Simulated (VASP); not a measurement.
# CdSe (F-43m) in VASP: a series of runs

CdSe is run at these levels: PBE; tasks: single point.

All numbers are computed with VASP 6.6.1; they aren't measurements. Logs are shortened: lines on timing, memory, paths and dates and some standing lists are left out, and cuts for length are marked.

**1. The cell of the first run**

Symmetry: F-43m, No. 216, cubic system. The conventional cell has a = 5.179 Å, b = 5.179 Å, c = 5.179 Å, α = 90.00°, β = 90.00°, γ = 90.00°. Within 3.0 Å of Cd (site symmetry -43m) lie 4 Se at 2.24 Å. Se (site symmetry -43m) has 4 Cd at 2.24 Å within 3.0 Å.

**2. Single point, PBE**

INCAR

```
  PREC = Accurate
  ENCUT = 520
  EDIFF = 1E-6
  ISMEAR = -1
  SIGMA = 0.03
  LREAL = F
  LASPH = T
  NELM = 80
  ALGO = Normal
  ISIF = 2
  LWAVE = F
  LCHARG = T
  GGA = PE
  LELF = T
  LVHAR = T
  NBANDS = 16
```

KPOINTS

```
Automatic mesh
0
Gamma
  8 8 8
```

POSCAR

```
CdSe
1.0
    0.0000000000      2.5895670202      2.5895670202
    2.5895670202      0.0000000000      2.5895670202
    2.5895670202      2.5895670202      0.0000000000
Cd Se
1 1
Direct
    0.0000000000      0.0000000000      0.0000000000
    0.2500000000      0.2500000000      0.2500000000
```

Potentials or basis: VASP PAW PBE potentials, release 64 (Cd, Se).

On the command line:

```sh
cat potpaw_PBE.64/Cd/POTCAR potpaw_PBE.64/Se/POTCAR > POTCAR
mpirun -np 1 vasp_std > vasp.out
```

OUTCAR:

```text
PREC = Accurate
   ENCUT = 520
   EDIFF = 1E-6
   ISMEAR = -1
   LREAL = F
   LASPH = T
   NELM = 80
   ISIF = 2
   GGA = PE

 ion  position               nearest neighbor table
   1  0.000  0.000  0.000-   2 2.24   2 2.24   2 2.24   2 2.24
   2  0.250  0.250  0.250-   1 2.24   1 2.24   1 2.24   1 2.24

  LATTYP: Found a face centered cubic cell.
 ALAT       =     5.1791340404

  Lattice vectors:

 A1 = (   0.0000000000,   2.5895670202,   2.5895670202)
 A2 = (   2.5895670202,   0.0000000000,   2.5895670202)
 A3 = (   2.5895670202,   2.5895670202,   0.0000000000)

Analysis of symmetry for initial positions (statically):
=====================================================================
 Subroutine PRICEL returns:
 Original cell was already a primitive cell.

 Routine SETGRP: Setting up the symmetry group for a
 face centered cubic supercell.

 Subroutine GETGRP returns: Found 24 space group operations
 (whereof 24 operations were pure point group operations)
 out of a pool of 48 trial point group operations.

The static configuration has the point symmetry T_d .

Analysis of symmetry for dynamics (positions and initial velocities):
=====================================================================
 Subroutine PRICEL returns:
 Original cell was already a primitive cell.

 Routine SETGRP: Setting up the symmetry group for a
 face centered cubic supercell.

 Subroutine GETGRP returns: Found 24 space group operations
 (whereof 24 operations were pure point group operations)
 out of a pool of 48 trial point group operations.

The dynamic configuration has the point symmetry T_d .

 Subroutine INISYM returns: Found 24 space group operations
 (whereof 24 operations are pure point group operations),
 and found     1 'primitive' translations

----------------------------------------------------------------------------------------

                                     Primitive cell

  volume of cell :      34.7305

  direct lattice vectors                    reciprocal lattice vectors
     0.000000000  2.589567020  2.589567020    -0.193082471  0.193082471  0.193082471
     2.589567020  0.000000000  2.589567020     0.193082471 -0.193082471  0.193082471
     2.589567020  2.589567020  0.000000000     0.193082471  0.193082471 -0.193082471

  length of vectors
     3.662200801  3.662200801  3.662200801     0.334428650  0.334428650  0.334428650

  position of ions in fractional coordinates (direct lattice)
     0.000000000  0.000000000  0.000000000
     0.250000000  0.250000000  0.250000000

  ion indices of the primitive-cell ions
   primitive index   ion index
                 1           1
                 2           2

----------------------------------------------------------------------------------------

 KPOINTS: Automatic mesh

Automatic generation of k-mesh.
 Grid dimensions read from file:
 generate k-points for:    8    8    8

 Generating k-lattice:

  Cartesian coordinates                     Fractional coordinates (reciprocal lattice)
    -0.024135309  0.024135309  0.024135309     0.125000000  0.000000000  0.000000000
     0.024135309 -0.024135309  0.024135309     0.000000000  0.125000000  0.000000000
     0.024135309  0.024135309 -0.024135309     0.000000000  0.000000000  0.125000000

  Length of vectors
     0.041803581  0.041803581  0.041803581

  Shift w.r.t. Gamma in fractional coordinates (k-lattice)
     0.000000000  0.000000000  0.000000000

 Subroutine IBZKPT returns following result:
 ===========================================

 Found     29 irreducible k-points:

 Following reciprocal coordinates:
            Coordinates               Weight
  0.000000  0.000000  0.000000      1.000000
  0.125000  0.000000  0.000000      8.000000
  0.250000  0.000000  0.000000      8.000000
  0.375000  0.000000  0.000000      8.000000
  0.500000  0.000000  0.000000      4.000000
  0.125000  0.125000  0.000000      6.000000
[... 16 lines left out ...]
  0.500000  0.250000  0.125000     48.000000
 -0.375000  0.250000  0.125000     24.000000
 [... further k-points ...]
   k-points           NKPTS =     29   k-points in BZ     NKDIM =     29   number of bands    NBANDS=     16
   number of dos      NEDOS =    301   number of ions     NIONS =      2
   total plane-waves  NPLWV =  21952
   dimension x,y,z NGX =    28 NGY =   28 NGZ =   28
   dimension x,y,z NGXF=    56 NGYF=   56 NGZF=   56
   ions per type =               1   1
   NGX,Y,Z   is equivalent  to a cutoff of  12.71, 12.71, 12.71 a.u.
   NGXF,Y,Z  is equivalent  to a cutoff of  25.42, 25.42, 25.42 a.u.
 SYSTEM =  unknown system
   PREC   = accura    normal or accurate (medium, high low for compatibility)
   ISTART =      0    job   : 0-new  1-cont  2-samecut
   ICHARG =      2    charge: 1-file 2-atom 10-const
   ISPIN  =      1    spin polarized calculation?
   LNONCOLLINEAR =      F non collinear calculations
   LSORBIT =      F    spin-orbit coupling
   LASPH  =      T    aspherical Exc in radial PAW
   ENCUT  =  520.0 eV  38.22 Ry    6.18 a.u.   6.81  6.81  6.81*2*pi/ulx,y,z
   NELM   =     80;   NELMIN=  2; NELMDL= -5     # of ELM steps
   EDIFF  = 0.1E-05   stopping-criterion for ELM
   LREAL  =      F    real-space projection
   EDIFFG = 0.1E-04   stopping-criterion for IOM
   NSW    =      0    number of steps for IOM
   IBRION =     -1    ionic relax: 0-MD 1-quasi-New 2-CG
   NFREE  =      0    steps in history (QN), initial steepest desc. (CG)
   ISIF   =      2    stress and relaxation
   ISYM   =      2    0-nonsym 1-usesym 2-fastsym
   POTIM  = 0.5000    time-step for ionic-motion
   TEBEG  =    0.0;   TEEND  =   0.0 temperature during run
   PSTRESS=    0.0 pullay stress
   NELECT =      18.0000    total number of electrons
   NUPDOWN=      -1.0000    fix difference up-down
   EMIN   =  10.00;   EMAX   =-10.00  energy-range for DOS
   EFERMI =   0.00;   METHOD = LEGACY
   ISMEAR =    -1;   SIGMA  =   0.03  broadening in eV -4-tet -1-fermi 0-gaus
   EFERMI_NEDOS =   21; number of points for ismear=-14 and -15
   IALGO  =     38    algorithm
   IMIX   =      4    mixing-type and parameters
     AMIX     =   0.40;   BMIX     =  1.00
     AMIX_MAG =   1.60;   BMIX_MAG =  1.00
  volume/ion in A,a.u.               =      17.37       117.19
  Fermi-wavevector in a.u.,A,eV,Ry     =   1.315008  2.485005 23.527833  1.729247
  Thomas-Fermi vector in A             =   2.445221
   LORBIT       =      0    0 simple, 1 ext, 2 COOP (PROOUT), +10 PAW based schemes
   GGA     = PE    functional components
   LHFCALC =     F    Hartree Fock is set to
   AEXX    =    0.0000 exact exchange contribution
   IVDW    =     0    specifies the selected vdW correction
   LEPSILON=     F    determine dielectric tensor
   LRPA    =     F    only Hartree local field effects (RPA)
 non-spin polarized calculation
  energy-cutoff  :      520.00
  volume of cell :       34.73
 maximum number of plane-waves:       950
   NGX = 13   NGY = 13   NGZ = 13

 number of electron      18.0000002 magnetization

 Free energy of the ion-electron system (eV)
  ---------------------------------------------------
  ext. energy  EPLUGINS =         0.00000000
  ---------------------------------------------------
  free energy    TOTEN  =        -1.42909359 eV

  energy without entropy =       -1.42909359  energy(sigma->0) =       -1.42909359

 E-fermi :   6.9136     XC(G=0): -11.2855

 val. band max:        6.3420239518   @ k =   0.0000   0.0000   0.0000
 cond. band min:       7.7459578473   @ k =   0.0000   0.0000   0.0000
 fundamental gap:      1.4039338955
 Fermi energy:         6.9136105949

 k-point     1 :       0.0000    0.0000    0.0000
  band No.  band energies     occupation
      1     -10.4579      2.00000
      2      -4.8612      2.00000
      3      -4.8612      2.00000
      4      -4.8612      2.00000
      5      -3.7044      2.00000
      6      -3.7044      2.00000
[... 8 lines left out ...]
     15      18.3829      0.00000
     16      18.3829      0.00000

 k-point     2 :       0.1250    0.0000    0.0000
  band No.  band energies     occupation
      1     -10.3202      2.00000
      2      -4.8149      2.00000
      3      -4.8102      2.00000
      4      -4.8102      2.00000
      5      -3.7115      2.00000
      6      -3.7115      2.00000
[... 8 lines left out ...]
     15      16.9752      0.00000
     16      17.6270      0.00000

 k-point     3 :       0.2500    0.0000    0.0000
  band No.  band energies     occupation
      1      -9.9803      2.00000
      2      -4.7002      2.00000
      3      -4.7002      2.00000
      4      -4.5693      2.00000
      5      -3.7053      2.00000
      6      -3.7053      2.00000
[... 8 lines left out ...]
     15      16.7313      0.00000
     16      17.0201      0.00000

 k-point     4 :       0.3750    0.0000    0.0000
  band No.  band energies     occupation
      1      -9.6369      2.00000
      2      -4.6184      2.00000
      3      -4.6184      2.00000
      4      -3.8817      2.00000
      5      -3.6544      2.00000
      6      -3.6544      2.00000
[... 8 lines left out ...]
     15      18.1860      0.00000
     16      18.1860      0.00000
[... 324 lines left out ...]
 k-point    22 :       0.3750    0.2500    0.1250
  band No.  band energies     occupation
      1      -9.7276      2.00000
      2      -4.6577      2.00000
      3      -4.5376      2.00000
      4      -4.3949      2.00000
      5      -3.7497      2.00000
      6      -3.5843      2.00000
[... 8 lines left out ...]
     15      19.3183      0.00000
     16      20.5190      0.00000

 k-point    23 :       0.5000    0.2500    0.1250
  band No.  band energies     occupation
      1      -9.4582      2.00000
      2      -4.5496      2.00000
      3      -4.4586      2.00000
      4      -4.0328      2.00000
      5      -3.6518      2.00000
      6      -3.2806      2.00000
[... 8 lines left out ...]
     15      19.6541      0.00000
     16      20.7581      0.00000

 k-point    24 :      -0.3750    0.2500    0.1250
  band No.  band energies     occupation
      1      -9.3502      2.00000
      2      -4.5456      2.00000
      3      -4.4094      2.00000
      4      -3.8414      2.00000
      5      -3.6643      2.00000
      6      -2.5682      2.00000
[... 8 lines left out ...]
     15      18.8289      0.00000
     16      20.8547      0.00000

 [... further k-points ...]

------------------------ aborting loop because EDIFF is reached ----------------------------------------

  FORCE on cell =-STRESS in cart. coord.  units (eV):
  Direction    XX          YY          ZZ          XY          YZ          ZX
  --------------------------------------------------------------------------------------
  -------------------------------------------------------------------------------------
  Total       18.8468645     18.8468645     18.8468645     -0.0000000     -0.0000000     -0.0000000
  in kB      869.4372233    869.4372233    869.4372233     -0.0000000     -0.0000000     -0.0000000
  external PRESSURE =     869.4372233 kB  Pullay stress =       0.0000000 kB

 VOLUME and BASIS-vectors are now :
 -----------------------------------------------------------------------------
  energy-cutoff  :      520.00
  volume of cell :       34.73
      direct lattice vectors                 reciprocal lattice vectors
     0.000000000  2.589567020  2.589567020    -0.193082471  0.193082471  0.193082471
     2.589567020  0.000000000  2.589567020     0.193082471 -0.193082471  0.193082471
     2.589567020  2.589567020  0.000000000     0.193082471  0.193082471 -0.193082471

 POSITION                                       TOTAL-FORCE (eV/Angst)
 -----------------------------------------------------------------------------------
      0.00000      0.00000      0.00000         0.000000      0.000000      0.000000
      1.29478      1.29478      1.29478        -0.000000     -0.000000     -0.000000
 -----------------------------------------------------------------------------------
    total drift:                                0.000000      0.000000      0.000000

  FREE ENERGIE OF THE ION-ELECTRON SYSTEM (eV)
  ---------------------------------------------------
  free  energy   TOTEN  =        -1.4290935944 eV

  energy  without entropy=       -1.4290935944  energy(sigma->0) =       -1.42909359
```

Run time: 12 s. Hardware: 1 thread of AMD EPYC 9R45 (Zen 5), shared host; peak memory 0.13 GiB.

What came out:

```yaml
Free_energy: -1.4291 eV
Pressure: 86.9 GPa
Band_gap_on_the_k_mesh: 1.40 eV, direct
```

A k mesh can miss the band edges. PBE gaps usually lie below the measured ones, often by a third to a half.

**3. Single point, PBE**

INCAR

```
SYSTEM = CdSe
ALGO = Normal ; EDIFF = 1E-6
ENCUT = 520 ; GGA = PE
ISIF = 2 ; ISMEAR = -1
LASPH = .TRUE. ; LCHARG = .FALSE.
LREAL = .FALSE. ; LWAVE = .FALSE.
NBANDS = 16 ; NELM = 60
PREC = Accurate ; SIGMA = 0.03
```

KPOINTS

```
k-points
0
G
  8 8 8
  0 0 0
```

POSCAR is that of step 2.

Potentials or basis: VASP PAW PBE potentials, release 64 (Cd, Se).

On the command line:

```sh
cat potpaw_PBE.64/Cd/POTCAR potpaw_PBE.64/Se/POTCAR > POTCAR
mpirun -np 1 vasp_std > vasp.out
```

Run time: 12 s. Hardware: 1 thread of AMD EPYC 9R45 (Zen 5), shared host; peak memory 0.13 GiB.

The run converged. Its results:

```
Free energy            : -1.4291 eV
Pressure               : 86.9 GPa
Band gap on the k mesh : 1.40 eV, direct
```

Levels at points of the mesh, in eV from the valence-band top:
| k point | band 6 | band 7 | band 8 | band 9 | band 10 | band 11 | band 12 | band 13 |
| --- | --- | --- | --- | --- | --- | --- | --- | --- |
| (0.00, 0.00, 0.00) | -10.05 | 0.00 | 0.00 | 0.00 | 1.40 | 5.37 | 5.37 | 5.37 |
| (0.50, 0.00, 0.00) | -9.24 | -8.34 | -1.78 | -1.78 | 2.61 | 6.02 | 6.02 | 7.84 |
| (0.50, 0.50, 0.00) | -9.11 | -6.87 | -4.25 | -4.25 | 1.82 | 3.28 | 12.12 | 12.66 |

(Continued in part 2 of 2.)
